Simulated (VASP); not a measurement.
Write the native input for VASP 6.6.1 that does the following.

- Task: single point
- Functional: RPBE
- Dispersion: D4
- Potentials or basis: VASP PAW PBE potentials, release 64 (Bi_d, Te)
- Cutoff: 500 eV
- k mesh: 7 × 7 × 7
- Occupations: fermi-dirac, width 0.05 eV
- Spin: no spin polarisation
- Dipole correction: no
- Further INCAR settings: ALGO = Normal; EDIFF = 1e-06; NBANDS = 32

The structure of Bi2Te3 lies in POSCAR:

```
Bi2Te3
1.0
    2.1747097169      1.2555692404     10.0425942238
   -2.1747097169      1.2555692404     10.0425942238
    0.0000000000     -2.5111384809     10.0425942238
Bi Te
2 3
Direct
    0.5995736273      0.5995736273      0.5995736273
    0.4004263727      0.4004263727      0.4004263727
    0.7917708974      0.7917708974      0.7917708974
    0.2082291026      0.2082291026      0.2082291026
    0.0000000000      0.0000000000      0.0000000000
```

The input as run:

INCAR

```
PREC     = Accurate       # precision mode
ENCUT    = 500            # plane-wave cutoff, eV
EDIFF    = 1E-6           # SCF threshold, eV
ISMEAR   = -1             # smearing method
SIGMA    = 0.05           # smearing width, eV
LREAL    = F              # projectors in reciprocal space
LASPH    = T              # aspherical terms in the spheres
NELM     = 120            # most SCF steps
ALGO     = Normal         # electronic algorithm
ISIF     = 2              # what is computed and relaxed
LWAVE    = F              # write WAVECAR
LCHARG   = F              # write CHGCAR
GGA      = RP             # functional
IVDW     = 13             # dispersion correction
NBANDS   = 32             # bands
GGA_COMPAT= F
```

KPOINTS

```
regular mesh
0
Gamma
  7 7 7
```

Potentials or basis: VASP PAW PBE potentials, release 64 (Bi_d, Te).

Run with:

```sh
$ cat potpaw_PBE.64/Bi_d/POTCAR potpaw_PBE.64/Te/POTCAR > POTCAR
$ mpirun -np 1 vasp_std > vasp.out
```

Results of the run:

```yaml
Pressure: 0.0 GPa
Largest_force: 0.008 eV/Å
Band_gap_on_the_k_mesh: 0.30 eV
Dispersion_energy_per_atom: -0.908 eV
```

Caveat: the PAW data sets were made with another functional, which shifts forces and pressure a little; spin-orbit coupling is left out, which moves the levels of the heavy elements.

Wall time 11 min on 1 thread of Intel(R) Xeon(R) Platinum 8488C (Sapphire Rapids), with other jobs on the host, peak memory 0.99 GiB.
